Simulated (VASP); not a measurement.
Write the native input for VASP 6.6.1 that does the following.

```
Task                   : band structure
Functional             : PBEsol
Potentials or basis    : VASP PAW PBE potentials, release 64 (V_sv, O)
Cutoff                 : 520 eV
k mesh                 : 8 × 4 × 6
Occupations            : gaussian, width 0.03 eV
Spin                   : no spin polarisation
Further INCAR settings : ALGO = Normal; EDIFF = 1e-06; NBANDS = 69
```

The structure of V2O5 lies in POSCAR:

```
V2O5                                    
1.0
    3.5507585293      0.0000000000      0.0000000000
    0.0000000000     11.6801801434      0.0000000000
    0.0000000000      0.0000000000      4.2513519350
  V               O             
     4    10
Direct
     0.0000000000000000    0.8521272426814034    0.1096971406700943
     0.0000000000000000    0.1478727573185967    0.1096971406700943
     0.5000000000000000    0.3521272426814034    0.8903028593299056
     0.5000000000000000    0.6478727573185966    0.8903028593299056
     0.0000000000000000    0.8537216142888024    0.4858805698865841
     0.0000000000000000    0.1462783857111973    0.4858805698865841
     0.5000000000000000    0.3537216142888025    0.5141194301134157
     0.5000000000000000    0.6462783857111976    0.5141194301134157
     0.0000000000000000    0.6816192774475996    0.9970513980581134
     0.0000000000000000    0.3183807225523932    0.9970513980581134
     0.5000000000000000    0.1816192774476068    0.0029486019418866
     0.5000000000000000    0.8183807225524004    0.0029486019418866
     0.0000000000000000    0.0000000000000000    0.0064676740244435
     0.5000000000000000    0.5000000000000000    0.9935323259755566
```

One way to write it, as run:

INCAR

```
PREC = Accurate
ENCUT = 520
EDIFF = 1E-6
ISMEAR = 0
SIGMA = 0.03
LREAL = F
LASPH = T
NELM = 80
ALGO = Normal
ISIF = 2
LWAVE = F
LCHARG = F
LMAXMIX = 4
GGA = PS
NBANDS = 69
KPAR = 4
```

KPOINTS

```
regular mesh
0
Gamma
  8 4 6
```

KPOINTS_OPT

```
explicit points
258
Reciprocal
 0.0000000000  0.0000000000  0.0000000000 1
-0.0357142857  0.0000000000  0.0000000000 1
-0.0714285714  0.0000000000  0.0000000000 1
-0.1071428571  0.0000000000  0.0000000000 1
-0.1428571429  0.0000000000  0.0000000000 1
-0.1785714286  0.0000000000  0.0000000000 1
[... 250 lines left out ...]
-0.5000000000  0.0000000000  0.0243316100 1
-0.5000000000  0.0000000000 -0.0243316100 1
```

Potentials or basis: VASP PAW PBE potentials, release 64 (V_sv, O).

The run is started by

```sh
$ cat potpaw_PBE.64/V_sv/POTCAR potpaw_PBE.64/O/POTCAR > POTCAR
$ mpirun -np 4 vasp_std > vasp.out
```

Results of the run:

- Pressure: -2.8 GPa
- Largest force: 0.451 eV/Å
- Band gap on the k mesh: 1.60 eV (least direct gap 1.92 eV)
- Band gap along the path: 1.60 eV (least direct gap 1.92 eV)

Caveat: the PAW data sets were made with another functional, which shifts forces and pressure a little.

It took 6.6 min on 4 MPI ranks on Intel(R) Xeon(R) 6975P-C (Granite Rapids), on a shared host, peak memory 0.88 GiB a rank.
